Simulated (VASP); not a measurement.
Tc: single point with PBE

Crystal: Tc.

```
CELL_PARAMETERS angstrom
2.74000 0.00000 0.00000
-1.37000 2.37291 0.00000
0.00000 0.00000 4.39800
ATOMIC_POSITIONS crystal
Tc 0.33333 0.66667 0.25000
Tc 0.66667 0.33333 0.75000
```

```yaml
Program: VASP 6.6.1
Task: single point
Functional: PBE
Potentials_or_basis: VASP PAW PBE potentials, release 64 (Tc_pv)
Cutoff: 520 eV
k_mesh: 15 × 15 × 8
Occupations: fermi-dirac, width 0.05 eV
Spin: non-collinear spin, zero start, spin-orbit coupling
Starting_moments: "[[0.0, 0.0, 0.0], [0.0, 0.0, 0.0]] μB"
```

```json
{
  "Pressure": "2.5 GPa",
  "Net moment": "0.00 μB per cell",
  "Valence electrons inside the program's atomic spheres": "Tc 12.10"
}
```

Stress tensor (GPa, compression positive):
```
2.98 0.00 0.00
0.00 2.98 0.00
0.00 0.00 1.39
```

Moments on the atoms (μB; x, y, z):
```
Tc  0.00 0.00 0.00
Tc  0.00 0.00 0.00
```

Wall time 5.3 min on 1 thread of Oxide Virtual Turin-like Processor, on a shared host, peak memory 0.3 GiB.
